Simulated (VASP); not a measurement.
# Zn2Cl3 (P-3m1) in VASP: notebook

Zn2Cl3 is run at these levels: PBE; tasks: single point, relaxation of cell and atoms.

All numbers are computed with VASP 6.6.1; they aren't measurements. Logs are shortened: lines on timing, memory, paths and dates and some standing lists are left out, and cuts for length are marked.

## 1. The cell of the first run

It takes space group P-3m1 (No. 164, trigonal). The conventional cell has a = 5.207 Å, b = 5.207 Å, c = 4.764 Å, α = 90.00°, β = 90.00°, γ = 120.00°. Zn (site symmetry 3m) has 5 Cl at 2.36 to 3.08 Å within 3.1 Å. Cl (site symmetry -3m) has 6 Zn at 3.13 Å and 6 Cl at 3.38 Å within 4.1 Å. Cl (site symmetry 3m) has 5 Zn at 2.36 to 3.08 Å within 3.1 Å.

## 2. Single point, PBE

INCAR reads:

```
PREC = Accurate ; ENCUT = 520
EDIFF = 1E-6 ; ISMEAR = 0
SIGMA = 0.1 ; LREAL = False
LASPH = True ; NELM = 60
ALGO = Normal ; ISIF = 2
LWAVE = False ; LCHARG = False
GGA = PE ; NBANDS = 30
```

KPOINTS reads:

```
regular mesh
0
Gamma
  6 6 4
```

POSCAR reads:

```
Zn2Cl3
1.0
    5.2069840603      0.0000000000      0.0000000000
   -2.6034920301      4.5093804734      0.0000000000
    0.0000000000      0.0000000000      4.7639461366
Zn Cl
2 3
Direct
    0.3333333333      0.6666666667      0.1810297899
    0.6666666667      0.3333333333      0.8189702101
    0.0000000000      0.0000000000      0.0000000000
    0.3333333333      0.6666666667      0.6771251422
    0.6666666667      0.3333333333      0.3228748578
```

Potentials or basis: VASP PAW PBE potentials, release 64 (Zn, Cl).

Run with:

```sh
$ cat potpaw_PBE.64/Zn/POTCAR potpaw_PBE.64/Cl/POTCAR > POTCAR
$ mpirun -np 1 vasp_std > vasp.out
```

OUTCAR:

```text
PREC = Accurate
   ENCUT = 520
   EDIFF = 1E-6
   ISMEAR = 0
   LREAL = False
   LASPH = True
   NELM = 60
   ISIF = 2
   GGA = PE

 ion  position               nearest neighbor table
   1  0.333  0.667  0.181-   4 2.36   4 2.40
   2  0.667  0.333  0.819-   5 2.36   5 2.40
   3  0.000  0.000  0.000-
   4  0.333  0.667  0.677-   1 2.36   1 2.40
   5  0.667  0.333  0.323-   2 2.36   2 2.40

  LATTYP: Found a hexagonal cell.
 ALAT       =     5.2069840603
 C/A-ratio  =     0.9149146764

  Lattice vectors:

 A1 = (   5.2069840603,   0.0000000000,   0.0000000000)
 A2 = (  -2.6034920301,   4.5093804734,   0.0000000000)
 A3 = (   0.0000000000,   0.0000000000,   4.7639461366)

Analysis of symmetry for initial positions (statically):
=====================================================================
 Subroutine PRICEL returns:
 Original cell was already a primitive cell.

 Routine SETGRP: Setting up the symmetry group for a
 hexagonal supercell.

 Subroutine GETGRP returns: Found 12 space group operations
 (whereof 12 operations were pure point group operations)
 out of a pool of 24 trial point group operations.

The static configuration has the point symmetry D_3d.

Analysis of symmetry for dynamics (positions and initial velocities):
=====================================================================
 Subroutine PRICEL returns:
 Original cell was already a primitive cell.

 Routine SETGRP: Setting up the symmetry group for a
 hexagonal supercell.

 Subroutine GETGRP returns: Found 12 space group operations
 (whereof 12 operations were pure point group operations)
 out of a pool of 24 trial point group operations.

The dynamic configuration has the point symmetry D_3d.

 Subroutine INISYM returns: Found 12 space group operations
 (whereof 12 operations are pure point group operations),
 and found     1 'primitive' translations

----------------------------------------------------------------------------------------

                                     Primitive cell

  volume of cell :     111.8588

  direct lattice vectors                    reciprocal lattice vectors
     5.206984060  0.000000000  0.000000000     0.192049752  0.110879976  0.000000000
    -2.603492030  4.509380473  0.000000000     0.000000000  0.221759953  0.000000000
     0.000000000  0.000000000  4.763946137     0.000000000  0.000000000  0.209910014

  length of vectors
     5.206984060  5.206984060  4.763946137     0.221759953  0.221759953  0.209910014

  position of ions in fractional coordinates (direct lattice)
     0.333333333  0.666666667  0.181029790
     0.666666667  0.333333333  0.818970210
     0.000000000  0.000000000  0.000000000
     0.333333333  0.666666667  0.677125142
     0.666666667  0.333333333  0.322874858

  ion indices of the primitive-cell ions
   primitive index   ion index
                 1           1
                 2           2
                 3           3
                 4           4
                 5           5

----------------------------------------------------------------------------------------

 KPOINTS: regular mesh

Automatic generation of k-mesh.
 Grid dimensions read from file:
 generate k-points for:    6    6    4

 Generating k-lattice:

  Cartesian coordinates                     Fractional coordinates (reciprocal lattice)
     0.032008292  0.018479996  0.000000000     0.166666667  0.000000000  0.000000000
     0.000000000  0.036959992  0.000000000     0.000000000  0.166666667  0.000000000
     0.000000000  0.000000000  0.052477503     0.000000000  0.000000000  0.250000000

  Length of vectors
     0.036959992  0.036959992  0.052477503

  Shift w.r.t. Gamma in fractional coordinates (k-lattice)
     0.000000000  0.000000000  0.000000000

 Subroutine IBZKPT returns following result:
 ===========================================

 Found     24 irreducible k-points:

 Following reciprocal coordinates:
            Coordinates               Weight
  0.000000  0.000000  0.000000      1.000000
  0.166667 -0.000000  0.000000      6.000000
  0.333333  0.000000  0.000000      6.000000
  0.500000 -0.000000  0.000000      3.000000
  0.166667  0.166667  0.000000      6.000000
  0.333333  0.166667  0.000000     12.000000
[... 16 lines left out ...]
  0.333333  0.166667  0.500000     12.000000
  0.333333  0.333333  0.500000      2.000000
   k-points           NKPTS =     24   k-points in BZ     NKDIM =     24   number of bands    NBANDS=     30
   number of dos      NEDOS =    301   number of ions     NIONS =      5
   total plane-waves  NPLWV =  57600
   dimension x,y,z NGX =    40 NGY =   40 NGZ =   36
   dimension x,y,z NGXF=    80 NGYF=   80 NGZF=   72
   ions per type =               2   3
   NGX,Y,Z   is equivalent  to a cutoff of  12.77, 12.77, 12.56 a.u.
   NGXF,Y,Z  is equivalent  to a cutoff of  25.54, 25.54, 25.13 a.u.
 SYSTEM =  unknown system
   PREC   = accura    normal or accurate (medium, high low for compatibility)
[... 48 lines left out ...]

 Free energy of the ion-electron system (eV)
  ---------------------------------------------------
  ext. energy  EPLUGINS =         0.00000000
  ---------------------------------------------------
  free energy    TOTEN  =        -9.98986040 eV

  energy without entropy =       -9.98250227  energy(sigma->0) =       -9.98618134

 E-fermi :   2.4581     XC(G=0):  -9.1017

 val. band max:        2.3926590954   @ k =   0.3333   0.1667   0.0000
 cond. band min:       2.4869357250   @ k =   0.1667  -0.0000   0.2500
 fundamental gap:      0.0942766296
 Fermi energy:         2.4581382100

 k-point     1 :       0.0000    0.0000    0.0000
  band No.  band energies     occupation
      1     -14.3164      2.00000
      2     -13.6490      2.00000
      3     -12.0487      2.00000
      4      -5.0462      2.00000
      5      -5.0462      2.00000
      6      -5.0244      2.00000
[... 22 lines left out ...]
     29       8.3453      0.00000
     30       9.8819      0.00000

 k-point     2 :       0.1667   -0.0000    0.0000
  band No.  band energies     occupation
      1     -14.2680      2.00000
      2     -13.6833      2.00000
      3     -12.0680      2.00000
      4      -5.0306      2.00000
      5      -5.0233      2.00000
      6      -5.0223      2.00000
[... 22 lines left out ...]
     29       9.0459      0.00000
     30      10.0337      0.00000

 k-point     3 :       0.3333    0.0000    0.0000
  band No.  band energies     occupation
      1     -14.1460      2.00000
      2     -13.7748      2.00000
      3     -12.1092      2.00000
      4      -5.0199      2.00000
      5      -5.0118      2.00000
      6      -4.9995      2.00000
[... 22 lines left out ...]
     29       9.1695      0.00000
     30      10.4546      0.00000

 k-point     4 :       0.5000   -0.0000    0.0000
  band No.  band energies     occupation
      1     -14.0484      2.00000
      2     -13.8561      2.00000
      3     -12.1314      2.00000
      4      -5.0196      2.00000
      5      -5.0026      2.00000
      6      -4.9938      2.00000
[... 22 lines left out ...]
     29       8.5877      0.00000
     30      10.3212      0.00000

 k-point     5 :       0.1667    0.1667    0.0000
  band No.  band energies     occupation
      1     -14.1820      2.00000
      2     -13.7463      2.00000
      3     -12.0990      2.00000
      4      -5.0209      2.00000
      5      -5.0136      2.00000
      6      -5.0028      2.00000
[... 22 lines left out ...]
     29       9.1299      0.00000
     30      10.2175      0.00000
[... 526 lines left out ...]
     29       8.1291      0.00000
     30       8.7048      0.00000

 k-point    22 :       0.1667    0.1667    0.5000
  band No.  band energies     occupation
      1     -13.9504      2.00000
      2     -13.7267      2.00000
      3     -12.0969      2.00000
      4      -5.9420      2.00000
      5      -5.9075      2.00000
      6      -5.1549      2.00000
[... 22 lines left out ...]
     29       8.1808      0.00000
     30       8.9004      0.00000

 k-point    23 :       0.3333    0.1667    0.5000
  band No.  band energies     occupation
      1     -13.8820      2.00000
      2     -13.7594      2.00000
      3     -12.1220      2.00000
      4      -5.9555      2.00000
      5      -5.9408      2.00000
      6      -5.1334      2.00000
[... 22 lines left out ...]
     29       8.2606      0.00000
     30       8.7087      0.00000

 k-point    24 :       0.3333    0.3333    0.5000
  band No.  band energies     occupation
      1     -13.8154      2.00000
      2     -13.8154      2.00000
      3     -12.1279      2.00000
      4      -5.9564      2.00000
      5      -5.9564      2.00000
      6      -5.1290      2.00000
[... 22 lines left out ...]
     29       8.3668      0.00000
     30       8.5860      0.00000

------------------------ aborting loop because EDIFF is reached ----------------------------------------

  FORCE on cell =-STRESS in cart. coord.  units (eV):
  Direction    XX          YY          ZZ          XY          YZ          ZX
  --------------------------------------------------------------------------------------
  -------------------------------------------------------------------------------------
  Total        0.2451756      0.2451756      0.0946505      0.0000000      0.0000000     -0.0000000
  in kB        3.5117031      3.5117031      1.3556993      0.0000000      0.0000000     -0.0000000
  external PRESSURE =       2.7930352 kB  Pullay stress =       0.0000000 kB

 VOLUME and BASIS-vectors are now :
 -----------------------------------------------------------------------------
  energy-cutoff  :      520.00
  volume of cell :      111.86
      direct lattice vectors                 reciprocal lattice vectors
     5.206984060  0.000000000  0.000000000     0.192049752  0.110879976  0.000000000
    -2.603492030  4.509380473  0.000000000     0.000000000  0.221759953  0.000000000
     0.000000000  0.000000000  4.763946137     0.000000000  0.000000000  0.209910014

 POSITION                                       TOTAL-FORCE (eV/Angst)
 -----------------------------------------------------------------------------------
     -0.00000      3.00625      0.86242         0.000000     -0.000000     -0.003776
      2.60349      1.50313      3.90153        -0.000000      0.000000      0.003776
      0.00000      0.00000      0.00000        -0.000000      0.000000     -0.000000
     -0.00000      3.00625      3.22579        -0.000000      0.000000      0.002763
      2.60349      1.50313      1.53816        -0.000000     -0.000000     -0.002763
 -----------------------------------------------------------------------------------
    total drift:                                0.000000     -0.000000      0.000000

  FREE ENERGIE OF THE ION-ELECTRON SYSTEM (eV)
  ---------------------------------------------------
  free  energy   TOTEN  =        -9.9898604048 eV

  energy  without entropy=       -9.9825022664  energy(sigma->0) =       -9.98618134
```

It took 2.2 min on 1 thread of Oxide Virtual Turin-like, shared host; peak memory 0.22 GiB.

Results:

```
Free energy   : -9.9899 eV
Pressure      : 0.3 GPa
Largest force : 0.004 eV/Å
```

Forces in eV/Å, atoms in the order of the input:
```
Zn   0.000  0.000 -0.004
Zn   0.000  0.000  0.004
Cl   0.000  0.000  0.000
Cl   0.000  0.000  0.003
Cl   0.000  0.000 -0.003
```

Levels at points of the mesh, in eV from the Fermi level:
| k point | band 19 | band 20 | band 21 | band 22 | band 23 | band 24 | band 25 | band 26 |
| --- | --- | --- | --- | --- | --- | --- | --- | --- |
| (0.00, 0.00, 0.00) | -4.03 | -2.77 | -2.49 | -2.49 | -1.82 | -0.29 | 4.02 | 4.02 |
| (0.50, 0.00, 0.00) | -3.41 | -2.89 | -2.47 | -2.19 | -0.92 | 0.17 | 4.43 | 5.35 |
| (0.00, 0.00, 0.50) | -3.70 | -3.02 | -3.02 | -2.78 | 1.97 | 2.29 | 2.29 | 2.48 |
| (0.50, 0.00, 0.50) | -3.31 | -2.54 | -2.25 | -2.24 | 2.03 | 2.62 | 2.96 | 3.98 |

Caveat: an odd number of electrons without spin polarisation forces a metal; a magnetic or distorted state may lie lower.

## 3. Relaxation of cell and atoms, PBE

This run uses another cell than the first one, of 20.33 Å³/atom, 0.909 times its volume.

INCAR reads:

```
SYSTEM = Zn2Cl3
  PREC = Accurate
  ENCUT = 600
  EDIFF = 1E-7
  ISMEAR = 0
  SIGMA = 0.1
  LREAL = .FALSE.
  LASPH = .TRUE.
  NELM = 100
  ALGO = Normal
  ISIF = 3
  LWAVE = .FALSE.
  LCHARG = .FALSE.
  GGA = PE
  IBRION = 2
  NSW = 90
  EDIFFG = -0.04
```

KPOINTS reads:

```
Automatic mesh
0
G
  6 6 4
  0 0 0
```

POSCAR reads:

```
Zn2Cl3
1.0
    4.5977888457      0.0000000000      0.0000000000
   -2.2988944228      3.9818019416      0.0000000000
    0.0000000000      0.0000000000      5.5514060225
Zn Cl
2 3
Direct
    0.3333333333      0.6666666667      0.1380000000
    0.6666666667      0.3333333333      0.8620000000
    0.0000000000      0.0000000000      0.0000000000
    0.3333333333      0.6666666667      0.6250000000
    0.6666666667      0.3333333333      0.3750000000
```

Potentials or basis: VASP PAW PBE potentials, release 64 (Zn, Cl).

Run with:

```sh
$ cat potpaw_PBE.64/Zn/POTCAR potpaw_PBE.64/Cl/POTCAR > POTCAR
$ mpirun -np 1 vasp_std > vasp.out
```

Wall time 22 min (1 thread of Oxide Virtual Turin-like, shared host); peak memory 0.27 GiB.

It converged, with:

| Item | Value |
| --- | --- |
| Free energy | -9.9865 eV |
| Relaxed volume | 22.62 Å³/atom |
| Relaxed cell | a = 5.239 Å, b = 5.239 Å, c = 4.757 Å, α = 90.00°, β = 90.00°, γ = 120.00° |
| Space group after relaxing (to 0.05 Å) | P-3m1 (No. 164) |
| Energy gained by relaxing | 163.6 meV/atom |
| Ionic steps | 11 |
| Pressure after relaxing | 0.0 GPa |
| Largest force after relaxing | 0.021 eV/Å |

Forces on the atoms (eV/Å):
```
Zn   0.000  0.000  0.003
Zn   0.000  0.000 -0.003
Cl   0.000  0.000  0.000
Cl   0.000  0.000  0.021
Cl   0.000  0.000 -0.021
```

Stress tensor (GPa, compression positive):
```
 0.06  0.00  0.00
 0.00  0.06  0.00
 0.00  0.00 -0.12
```

The path:
```csv
step,energy change (eV),largest force (eV/Å),pressure (GPa),volume (Å³)
1,0.0000,1.0683,0.89,101.63
2,-0.2751,0.7035,0.07,103.24
3,-0.7204,0.2310,-0.24,107.26
4,0.1532,1.5074,9.20,111.45
5,-0.7634,0.1588,0.20,108.21
6,-0.7247,0.3149,2.86,110.36
7,-0.8015,0.1023,0.94,109.16
8,-0.8028,0.0990,1.30,109.49
9,-0.8073,0.0222,-1.01,115.64
10,-0.8168,0.0497,-0.03,112.79
11,-0.8179,0.0215,0.00,113.09
```

Final structure:
```
Zn Cl
1.0
     5.23905    0.00000    0.00000
    -2.61952    4.53715    0.00000
     0.00000    0.00000    4.75742
Zn Cl
2 3
Direct
  0.33333 0.66667 0.17826
  0.66667 0.33333 0.82174
  0.00000 0.00000 0.00000
  0.33333 0.66667 0.67466
  0.66667 0.33333 0.32534
```

Levels at points of the mesh, in eV from the Fermi level:
| k point | band 19 | band 20 | band 21 | band 22 | band 23 | band 24 | band 25 | band 26 |
| --- | --- | --- | --- | --- | --- | --- | --- | --- |
| (0.00, 0.00, 0.00) | -3.97 | -2.68 | -2.44 | -2.44 | -1.82 | -0.26 | 4.03 | 4.03 |
| (0.50, 0.00, 0.00) | -3.35 | -2.83 | -2.43 | -2.15 | -0.90 | 0.16 | 4.43 | 5.39 |
| (0.00, 0.00, 0.50) | -3.63 | -2.96 | -2.96 | -2.71 | 1.98 | 2.30 | 2.30 | 2.53 |
| (0.50, 0.00, 0.50) | -3.28 | -2.50 | -2.22 | -2.20 | 2.05 | 2.64 | 2.98 | 3.93 |

Caveat: an odd number of electrons without spin polarisation forces a metal; a magnetic or distorted state may lie lower.

## 4. Single point, PBE

This run uses another cell than the first one, of 21.99 Å³/atom, 0.983 times its volume.

INCAR reads:

```
  ALGO = Normal
  EDIFF = 1E-6
  ENCUT = 520
  GGA = PE
  ISIF = 2
  ISMEAR = 0
  LASPH = True
  LCHARG = False
  LREAL = False
  LWAVE = False
  NBANDS = 30
  NELM = 100
  PREC = Accurate
  SIGMA = 0.1
```

KPOINTS reads:

```
k-points
0
Gamma
  12 12 8
```

POSCAR reads:

```
Zn2Cl3
1.0
    5.1358806913      0.0000000000      0.0000000000
   -2.5679403457      4.4478031494      0.0000000000
    0.0000000000      0.0000000000      4.8137258181
Zn Cl
2 3
Direct
    0.3333333333      0.6666666667      0.1900041283
    0.6666666667      0.3333333333      0.8099958717
    0.0000000000      0.0000000000      0.0000000000
    0.3333333333      0.6666666667      0.6854053507
    0.6666666667      0.3333333333      0.3145946493
```

Run with:

```sh
$ cat potpaw_PBE.64/Zn/POTCAR potpaw_PBE.64/Cl/POTCAR > POTCAR
$ mpirun -np 1 vasp_std > vasp.out
```

Wall time 11 min (1 thread of Oxide Virtual Turin-like, shared host); peak memory 0.44 GiB.

It converged, with:

```yaml
Free_energy: -10.0145 eV
Pressure: 0.1 GPa
```

Forces on the atoms (eV/Å):
```
Zn   0.000  0.000 -0.002
Zn   0.000  0.000  0.002
Cl   0.000  0.000  0.000
Cl   0.000  0.000 -0.001
Cl   0.000  0.000  0.001
```

Stress tensor (GPa, compression positive):
```
0.00 0.00 0.00
0.00 0.00 0.00
0.00 0.00 0.15
```

Levels at points of the mesh, in eV from the Fermi level:
| k point | band 18 | band 19 | band 20 | band 21 | band 22 | band 23 | band 24 | band 25 | band 26 | band 27 |
| --- | --- | --- | --- | --- | --- | --- | --- | --- | --- | --- |
| (0.00, 0.00, 0.00) | -3.99 | -3.99 | -2.83 | -2.46 | -2.46 | -1.63 | -0.20 | 4.21 | 4.21 | 5.56 |
| (0.50, 0.00, 0.00) | -4.69 | -3.34 | -2.87 | -2.39 | -2.11 | -0.75 | 0.37 | 4.61 | 5.47 | 5.78 |
| (0.00, 0.00, 0.50) | -3.65 | -3.65 | -3.02 | -3.02 | -2.80 | 2.04 | 2.45 | 2.51 | 2.51 | 4.65 |
| (0.50, 0.00, 0.50) | -4.16 | -3.19 | -2.49 | -2.19 | -2.15 | 2.11 | 2.69 | 3.12 | 4.35 | 5.02 |

Caveat: an odd number of electrons without spin polarisation forces a metal; a magnetic or distorted state may lie lower.

## 5. Overview

```tsv
task	cell	k mesh	cutoff (eV)	gap on the mesh (eV)	pressure (GPa)
single point	a = 5.207, b = 5.207, c = 4.764 Å, angles 90.0, 90.0, 120.0°, 5 atoms	6 × 6 × 4	520	none	0.3
relaxation of cell and atoms	relaxed from a = 4.598, b = 4.598, c = 5.551 Å, angles 90.0, 90.0, 120.0°, 5 atoms	6 × 6 × 4	600	none	0.0
single point	a = 5.136, b = 5.136, c = 4.814 Å, angles 90.0, 90.0, 120.0°, 5 atoms	12 × 12 × 8	520	none	0.1
```

Alike in all rows: level PBE; potentials or basis VASP PAW PBE potentials, release 64 (Zn, Cl); no spin polarisation; smearing gaussian 0.1 eV.

Caveats: an odd number of electrons without spin polarisation forces a metal; a magnetic or distorted state may lie lower.

Absolute energies hang on the potentials; compare differences alone.
